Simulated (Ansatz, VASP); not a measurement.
One calculation of Os, two programs

```
Os
1.0
     2.51676    0.00000    0.00000
     0.00000    2.51676    0.00000
     0.00000    0.00000    2.51676
Os
1
Direct
  0.00000 0.00000 0.00000
```

Change from the starting cell: volume scaled by 1, PAW files.

Alike in both runs: task single point; functional LDA; k mesh 17 × 17 × 17; occupations fermi-dirac, width 0.05 eV; no spin polarisation.

```csv
,VASP,Ansatz
version,VASP 6.6.1,Ansatz 0.2.0
potentials or method,"VASP PAW LDA potentials, release 64 (Os)","PAW with Ansatz's default frozen-core files, scalar-relativistic"
plane-wave cutoff (eV),520,420
valence electrons in the cell,8,16
```

|  | VASP | Ansatz | Ansatz less VASP |
| --- | --- | --- | --- |
| pressure (GPa) | 0.0 | 0.0 | -0.05 |

LDA's correlation is that of Perdew and Zunger in VASP and of Perdew and Wang (1992) in Ansatz. VASP's potentials hold 8 valence electrons a cell and Ansatz's 16, so a difference there can come from the potentials and not from the codes.

Neither program's run includes spin-orbit coupling.
